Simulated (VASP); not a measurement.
# PtS2 (R-3m) in VASP: further runs

PtS2 is run at these levels: PBE-based global hybrid with 50 % exact exchange, HSE06; tasks: single point.

Program: VASP 6.6.1. These are calculated values, not measurements. Logs are shortened: lines on timing, memory, paths and dates and some standing lists are left out, and cuts for length are marked.

### Step 1. The cell of the first run

Symmetry: R-3m, No. 166, trigonal system. The conventional cell has a = 3.529 Å, b = 3.529 Å, c = 16.569 Å, α = 90.00°, β = 90.00°, γ = 120.00°. Within 3.2 Å of Pt (site symmetry -3m) lie 6 S at 2.39 Å. S (site symmetry 3m) has 3 Pt at 2.39 Å and 3 S at 3.21 Å within 3.3 Å.

### Step 2. Single point, PBE-based global hybrid with 50 % exact exchange

POSCAR

```
PtS2
1.0
    1.7644429029      1.0187015850      5.5230462153
   -1.7644429029      1.0187015850      5.5230462153
    0.0000000000     -2.0374031699      5.5230462153
Pt S
1 2
Direct
    0.0000000000      0.0000000000      0.0000000000
    0.2583047871      0.2583047871      0.2583047871
    0.7416952129      0.7416952129      0.7416952129
```

INCAR.step1

```
PREC = Accurate
ENCUT = 520
EDIFF = 1E-5
ISMEAR = 0
SIGMA = 0.01
LREAL = F
LASPH = T
NELM = 60
ALGO = Normal
ISIF = 2
LWAVE = T
NBANDS = 18
GGA = PE
```

INCAR.step2

```
PREC = Accurate
ENCUT = 520
EDIFF = 1E-6
ISMEAR = 0
SIGMA = 0.01
LREAL = F
LASPH = T
NELM = 60
ALGO = Normal
ISIF = 2
LWAVE = F
LCHARG = T
GGA = PE
LHFCALC = T
AEXX = 0.5
PRECFOCK = Normal
LELF = T
LVHAR = T
NBANDS = 18
ISTART = 1
```

KPOINTS

```
regular mesh
0
Gamma
  4 4 4
```

Potentials or basis: VASP PAW PBE potentials, release 64 (Pt, S).

Started as:

```console
cat potpaw_PBE.64/Pt/POTCAR potpaw_PBE.64/S/POTCAR > POTCAR
cp INCAR.step1 INCAR
mpirun -np 1 vasp_std > vasp.out
cp INCAR.step2 INCAR
mpirun -np 1 vasp_std > vasp.out
```

OUTCAR:

```text
PREC = Accurate
   ENCUT = 520
   EDIFF = 1E-6
   ISMEAR = 0
   LREAL = F
   LASPH = T
   NELM = 60
   ISIF = 2
   GGA = PE
   LHFCALC = T
   AEXX = 0.5
   PRECFOCK = Normal
   ISTART = 1

 ion  position               nearest neighbor table
   1  0.000  0.000  0.000-   3 2.39   3 2.39   2 2.39   2 2.39   3 2.39   2 2.39
   2  0.258  0.258  0.258-   1 2.39   1 2.39   1 2.39
   3  0.742  0.742  0.742-   1 2.39   1 2.39   1 2.39

  LATTYP: Found a trigonal (rhomboedric) cell.
 ALAT       =     5.8868540982
 COS(alpha) =     0.8203287168

  Lattice vectors:

 A1 = (   1.7644429029,   1.0187015850,   5.5230462153)
 A2 = (  -1.7644429029,   1.0187015850,   5.5230462153)
 A3 = (   0.0000000000,  -2.0374031699,   5.5230462153)

Analysis of symmetry for initial positions (statically):
=====================================================================
 Subroutine PRICEL returns:
 Original cell was already a primitive cell.

 Routine SETGRP: Setting up the symmetry group for a
 trigonal (rhombohedral) supercell.

 Subroutine GETGRP returns: Found 12 space group operations
 (whereof 12 operations were pure point group operations)
 out of a pool of 12 trial point group operations.

The static configuration has the point symmetry D_3d.

Analysis of symmetry for dynamics (positions and initial velocities):
=====================================================================
 Subroutine PRICEL returns:
 Original cell was already a primitive cell.

 Routine SETGRP: Setting up the symmetry group for a
 trigonal (rhombohedral) supercell.

 Subroutine GETGRP returns: Found 12 space group operations
 (whereof 12 operations were pure point group operations)
 out of a pool of 12 trial point group operations.

The dynamic configuration has the point symmetry D_3d.

 Subroutine INISYM returns: Found 12 space group operations
 (whereof 12 operations are pure point group operations),
 and found     1 'primitive' translations

----------------------------------------------------------------------------------------

                                     Primitive cell

  volume of cell :      59.5641

  direct lattice vectors                    reciprocal lattice vectors
     1.764442903  1.018701585  5.523046215     0.283375562  0.163606957  0.060353167
    -1.764442903  1.018701585  5.523046215    -0.283375562  0.163606957  0.060353167
     0.000000000 -2.037403170  5.523046215     0.000000000 -0.327213915  0.060353168

  length of vectors
     5.886854098  5.886854098  5.886854098     0.332733303  0.332733303  0.332733303

  position of ions in fractional coordinates (direct lattice)
     0.000000000  0.000000000  0.000000000
     0.258304787  0.258304787  0.258304787
     0.741695213  0.741695213  0.741695213

  ion indices of the primitive-cell ions
   primitive index   ion index
                 1           1
                 2           2
                 3           3

----------------------------------------------------------------------------------------

 KPOINTS: regular mesh

Automatic generation of k-mesh.
 Grid dimensions read from file:
 generate k-points for:    4    4    4

 Generating k-lattice:

  Cartesian coordinates                     Fractional coordinates (reciprocal lattice)
     0.070843891  0.040901739  0.015088292     0.250000000  0.000000000 -0.000000000
    -0.070843891  0.040901739  0.015088292     0.000000000  0.250000000 -0.000000000
     0.000000000 -0.081803479  0.015088292     0.000000000  0.000000000  0.250000000

  Length of vectors
     0.083183326  0.083183326  0.083183326

  Shift w.r.t. Gamma in fractional coordinates (k-lattice)
     0.000000000  0.000000000  0.000000000

 Subroutine IBZKPT returns following result:
 ===========================================

 Found     13 irreducible k-points:

 Following reciprocal coordinates:
            Coordinates               Weight
  0.000000  0.000000  0.000000      1.000000
  0.250000  0.000000  0.000000      6.000000
  0.500000  0.000000  0.000000      3.000000
  0.250000  0.250000  0.000000      6.000000
  0.500000  0.250000  0.000000     12.000000
 -0.250000  0.250000  0.000000      6.000000
  0.500000  0.500000  0.000000      3.000000
  0.250000  0.250000  0.250000      2.000000
  0.500000  0.250000  0.250000      6.000000
 -0.250000  0.250000  0.250000      6.000000
  0.500000  0.500000  0.250000      6.000000
 -0.250000  0.500000  0.250000      6.000000
  0.500000  0.500000  0.500000      1.000000
   k-points           NKPTS =     13   k-points in BZ     NKDIM =     64   number of bands    NBANDS=     18
   number of dos      NEDOS =    301   number of ions     NIONS =      3
   total plane-waves  NPLWV = 110592
   dimension x,y,z NGX =    48 NGY =   48 NGZ =   48
   dimension x,y,z NGXF=    96 NGYF=   96 NGZF=   96
   ions per type =               1   2
   NGX,Y,Z   is equivalent  to a cutoff of  13.56, 13.56, 13.56 a.u.
   NGXF,Y,Z  is equivalent  to a cutoff of  27.11, 27.11, 27.11 a.u.
 SYSTEM =  unknown system
   PREC   = accura    normal or accurate (medium, high low for compatibility)
   ISTART =      1    job   : 0-new  1-cont  2-samecut
   ICHARG =      0    charge: 1-file 2-atom 10-const
   ISPIN  =      1    spin polarized calculation?
   LNONCOLLINEAR =      F non collinear calculations
   LSORBIT =      F    spin-orbit coupling
   LASPH  =      T    aspherical Exc in radial PAW
   ENCUT  =  520.0 eV  38.22 Ry    6.18 a.u.  10.95 10.95 10.95*2*pi/ulx,y,z
   NELM   =     60;   NELMIN=  2; NELMDL=  0     # of ELM steps
   EDIFF  = 0.1E-05   stopping-criterion for ELM
   LREAL  =      F    real-space projection
   EDIFFG = 0.1E-04   stopping-criterion for IOM
   NSW    =      0    number of steps for IOM
   IBRION =     -1    ionic relax: 0-MD 1-quasi-New 2-CG
   NFREE  =      0    steps in history (QN), initial steepest desc. (CG)
   ISIF   =      2    stress and relaxation
   ISYM   =      3    0-nonsym 1-usesym 2-fastsym
   POTIM  = 0.5000    time-step for ionic-motion
   TEBEG  =    0.0;   TEEND  =   0.0 temperature during run
   PSTRESS=    0.0 pullay stress
   NELECT =      22.0000    total number of electrons
   NUPDOWN=      -1.0000    fix difference up-down
   EMIN   =  10.00;   EMAX   =-10.00  energy-range for DOS
   EFERMI =   0.00;   METHOD = LEGACY
   ISMEAR =     0;   SIGMA  =   0.01  broadening in eV -4-tet -1-fermi 0-gaus
   EFERMI_NEDOS =   21; number of points for ismear=-14 and -15
   IALGO  =     38    algorithm
   IMIX   =      1    mixing-type and parameters
     AMIX     =   0.40;   BMIX     =  1.00
     AMIX_MAG =   1.60;   BMIX_MAG =  1.00
  volume/ion in A,a.u.               =      19.85       133.99
  Fermi-wavevector in a.u.,A,eV,Ry     =   1.174593  2.219660 18.771545  1.379670
  Thomas-Fermi vector in A             =   2.310988
   LORBIT       =      0    0 simple, 1 ext, 2 COOP (PROOUT), +10 PAW based schemes
   GGA     = PE    functional components
   LHFCALC =     T    Hartree Fock is set to
   PRECFOCK=normal    Normal, Fast or Accurate (Low or Medium for compatibility)
   ENCUT4O =  -1.0   cutoff for four orbital integrals eV
   NKREDX  =     1    reduce k-point grid by
   NKREDY  =     1    reduce k-point grid by
   NKREDZ  =     1    reduce k-point grid by
   AEXX    =    0.5000 exact exchange contribution
   HFSCREEN=    0.0000 screening length (either q_TF or 0.3 A-1)
   HFSCREENC=   0.0000 screening length for correlation (either q_TF or 0.3 A-1)
   ENCUTFOCK=  -1.0 apply spherical cutoff to Coloumb kernel
   IVDW    =     0    specifies the selected vdW correction
   LEPSILON=     F    determine dielectric tensor
   LRPA    =     F    only Hartree local field effects (RPA)
 non-spin polarized calculation
 Gauss-broadening in eV      SIGMA  =   0.01
  energy-cutoff  :      520.00
  volume of cell :       59.56
 maximum number of plane-waves:      1635
 NGX is ok and might be reduce to    48
  NGX = 36; NGY = 36; NGZ = 36

 number of electron      21.9999999 magnetization

 Free energy of the ion-electron system (eV)
  ---------------------------------------------------
  ext. energy  EPLUGINS =         0.00000000
  ---------------------------------------------------
  free energy    TOTEN  =       -25.38998102 eV

  energy without entropy =      -25.38998102  energy(sigma->0) =      -25.38998102

 E-fermi :   3.6474     XC(G=0):  -5.8278

 val. band max:        3.5714396926   @ k =   0.0000   0.0000   0.0000
 cond. band min:       7.4391739752   @ k =  -0.2500   0.2500   0.0000
 fundamental gap:      3.8677342826
 Fermi energy:         3.6474293873

 k-point     1 :       0.0000    0.0000    0.0000
  band No.  band energies     occupation
      1     -14.2077      2.00000
      2     -11.2147      2.00000
      3      -4.5536      2.00000
      4      -3.8781      2.00000
      5      -3.8781      2.00000
      6      -1.5302      2.00000
[... 10 lines left out ...]
     17      15.4877      0.00000
     18      19.0060      0.00000

 k-point     2 :       0.2500    0.0000    0.0000
  band No.  band energies     occupation
      1     -13.3226      2.00000
      2     -11.4807      2.00000
      3      -4.0840      2.00000
      4      -3.3393      2.00000
      5      -3.3118      2.00000
      6      -2.3369      2.00000
[... 10 lines left out ...]
     17      17.0389      0.00000
     18      17.8267      0.00000

 k-point     3 :       0.5000    0.0000    0.0000
  band No.  band energies     occupation
      1     -12.2112      2.00000
      2     -11.6165      2.00000
      3      -4.9721      2.00000
      4      -3.1787      2.00000
      5      -2.8660      2.00000
      6      -1.4207      2.00000
[... 10 lines left out ...]
     17      17.7805      0.00000
     18      18.0862      0.00000

 k-point     4 :       0.2500    0.2500    0.0000
  band No.  band energies     occupation
      1     -13.2785      2.00000
      2     -11.5528      2.00000
      3      -3.8654      2.00000
      4      -3.5749      2.00000
      5      -3.3044      2.00000
      6      -2.3234      2.00000
[... 144 lines left out ...]
      4      -3.2756      2.00000
      5      -3.1612      2.00000
      6      -2.4001      2.00000
[... 10 lines left out ...]
     17      17.4298      0.00000
     18      17.4321      0.00000

 k-point    12 :      -0.2500    0.5000    0.2500
  band No.  band energies     occupation
      1     -12.0226      2.00000
      2     -11.8291      2.00000
      3      -4.0629      2.00000
      4      -3.9019      2.00000
      5      -2.6468      2.00000
      6      -2.0950      2.00000
[... 10 lines left out ...]
     17      16.0484      0.00000
     18      18.1175      0.00000

 k-point    13 :       0.5000    0.5000    0.5000
  band No.  band energies     occupation
      1     -13.9869      2.00000
      2     -11.7197      2.00000
      3      -3.8624      2.00000
      4      -3.8624      2.00000
      5      -3.6603      2.00000
      6      -1.5152      2.00000
[... 10 lines left out ...]
     17      16.0071      0.00000
     18      16.6481      0.00000

------------------------ aborting loop because EDIFF is reached ----------------------------------------

  FORCE on cell =-STRESS in cart. coord.  units (eV):
  Direction    XX          YY          ZZ          XY          YZ          ZX
  --------------------------------------------------------------------------------------
  -------------------------------------------------------------------------------------
  Total       -2.4572783     -2.4572783     -1.4471815      0.0000000     -0.0000000     -0.0000000
  in kB      -66.0967968    -66.0967968    -38.9268320      0.0000000     -0.0000000     -0.0000000
  external PRESSURE =     -57.0401419 kB  Pullay stress =       0.0000000 kB

 VOLUME and BASIS-vectors are now :
 -----------------------------------------------------------------------------
  energy-cutoff  :      520.00
  volume of cell :       59.56
      direct lattice vectors                 reciprocal lattice vectors
     1.764442903  1.018701585  5.523046215     0.283375562  0.163606957  0.060353167
    -1.764442903  1.018701585  5.523046215    -0.283375562  0.163606957  0.060353167
     0.000000000 -2.037403170  5.523046215     0.000000000 -0.327213915  0.060353168

 POSITION                                       TOTAL-FORCE (eV/Angst)
 -----------------------------------------------------------------------------------
      0.00000      0.00000      0.00000         0.000000      0.000000      0.000000
      0.00000      0.00000      4.27989         0.000000      0.000000      0.789535
      0.00000      0.00000     12.28925         0.000000     -0.000000     -0.789535
 -----------------------------------------------------------------------------------
    total drift:                                0.000000      0.000000     -0.000000

  FREE ENERGIE OF THE ION-ELECTRON SYSTEM (eV)
  ---------------------------------------------------
  free  energy   TOTEN  =       -25.3899810221 eV

  energy  without entropy=      -25.3899810221  energy(sigma->0) =      -25.38998102
```

Wall time 57 min (1 thread of Intel Xeon Platinum 8488C (Sapphire Rapids), shared host); peak memory 0.35 GiB.

Results:

* Free energy: -25.3900 eV
* Pressure: -5.7 GPa
* Largest force: 0.790 eV/Å
* Band gap on the k mesh: 3.87 eV (least direct gap 4.50 eV)

Forces on the atoms (eV/Å):
```
Pt   0.000  0.000  0.000
S    0.000  0.000  0.790
S    0.000  0.000 -0.790
```

Stress tensor (GPa, compression positive):
```
-6.61  0.00  0.00
 0.00 -6.61  0.00
 0.00  0.00 -3.89
```

Levels at points of the mesh, in eV from the valence-band top:
| k point | band 9 | band 10 | band 11 | band 12 | band 13 | band 14 |
| --- | --- | --- | --- | --- | --- | --- |
| (0.00, 0.00, 0.00) | -0.66 | -0.66 | 0.00 | 5.76 | 5.76 | 8.62 |
| (0.50, 0.00, 0.00) | -3.24 | -2.85 | -2.77 | 5.26 | 5.41 | 9.63 |
| (0.50, 0.50, 0.00) | -3.35 | -3.08 | -2.01 | 5.97 | 6.15 | 7.76 |
| (0.50, 0.50, 0.50) | -1.89 | -0.84 | -0.84 | 5.93 | 5.93 | 9.11 |

Caveat: the k points lie up to 0.52 Å⁻¹ apart; the PAW data sets were made with another functional, which shifts forces and pressure a little; spin-orbit coupling is left out, which moves the levels of the heavy elements.

### Step 3. Single point, HSE06

POSCAR is that of step 2.

INCAR.step1

```
  ALGO = Normal
  EDIFF = 1E-5
  ENCUT = 520
  GGA = PE
  ISIF = 2
  ISMEAR = 0
  LASPH = True
  LREAL = False
  LWAVE = True
  NBANDS = 18
  NELM = 100
  PREC = Accurate
  SIGMA = 0.2
```

INCAR.step2

```
  ALGO = Normal
  EDIFF = 1E-6
  ENCUT = 520
  GGA = PE
  HFSCREEN = 0.2079
  ISIF = 2
  ISMEAR = 0
  ISTART = 1
  LASPH = True
  LCHARG = True
  LELF = True
  LHFCALC = True
  LREAL = False
  LVHAR = True
  LWAVE = False
  NBANDS = 18
  NELM = 100
  PREC = Accurate
  PRECFOCK = Normal
  SIGMA = 0.2
```

KPOINTS

```
k-points
0
Gamma
  4 4 4
```

Potentials or basis: VASP PAW PBE potentials, release 64 (Pt, S).

Started as:

```console
cat potpaw_PBE.64/Pt/POTCAR potpaw_PBE.64/S/POTCAR > POTCAR
cp INCAR.step1 INCAR
mpirun -np 1 vasp_std > vasp.out
cp INCAR.step2 INCAR
mpirun -np 1 vasp_std > vasp.out
```

Wall time 41 min (1 thread of Intel Xeon Platinum 8488C (Sapphire Rapids), shared host); peak memory 0.44 GiB.

Results (log left out):

```
Free energy            : -18.6450 eV
Pressure               : -1.2 GPa
Largest force          : 0.380 eV/Å
Band gap on the k mesh : 1.73 eV (least direct gap 2.08 eV)
```

Forces in eV/Å, atoms in the order of the input:
```
Pt   0.000  0.000  0.000
S    0.000  0.000  0.380
S    0.000  0.000 -0.380
```

Stress tensor (GPa, compression positive):
```
-1.44  0.00  0.00
 0.00 -1.44  0.00
 0.00  0.00 -0.84
```

Levels at points of the mesh, in eV from the valence-band top:
```
           k point  band 7  band 8  band 9  band 10  band 11  band 12  band 13  band 14  band 15  band 16
(0.00, 0.00, 0.00)   -4.12   -2.06   -0.59    -0.59     0.00     3.51     3.51     6.32     6.75     9.37
(0.50, 0.00, 0.00)   -3.43   -3.24   -2.60    -2.52    -2.41     2.95     3.15     7.09     7.48     9.69
(0.50, 0.50, 0.00)   -3.43   -3.26   -2.73    -2.73    -1.75     3.63     3.75     5.39     6.99     9.87
(0.50, 0.50, 0.50)   -4.11   -2.11   -1.33    -0.75    -0.75     3.67     3.67     6.75     8.49     9.84
```

Caveat: the k points lie up to 0.52 Å⁻¹ apart; the PAW data sets were made with another functional, which shifts forces and pressure a little; spin-orbit coupling is left out, which moves the levels of the heavy elements.
